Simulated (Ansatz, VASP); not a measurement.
Two plane-wave programs on Mn

```xyz
2
Lattice="3.0277 0.0000 0.0000 0.0000 3.0277 0.0000 0.0000 0.0000 3.0277" Properties=species:S:1:pos:R:3 pbc="T T T"
Mn    0.0000    0.0000    0.0000
Mn    1.5138    1.5138    1.5138
```

Alike in both runs: task single point; functional RPBE; k mesh 12 × 12 × 12; occupations fermi-dirac, width 0.05 eV; collinear spin.

|  | VASP | Ansatz |
| --- | --- | --- |
| version | VASP 6.6.1 | Ansatz 0.2.0 |
| potentials or method | VASP PAW PBE potentials, release 64 (Mn_pv), cutoff 520 eV | plane waves (420 eV) with PAW, scalar-relativistic |
| valence electrons in the cell | 26 | 30 |

Ansatz gave:

* pressure (GPa): -0.4
* net moment per atom (μB): 0.00
* size of the moment on the site where the two differ most (μB): 3.13

Problem. Estimate VASP's values.

Solution. Pressure (GPa): -0.2; net moment per atom (μB): 0.00; size of the moment on the site where the two differ most (μB): 3.18.

VASP's potentials were made for PBE, not for RPBE. Site moments also hang on the region over which each program counts them. VASP's potentials hold 26 valence electrons a cell and Ansatz's 30, so a difference there can come from the potentials and not from the codes.
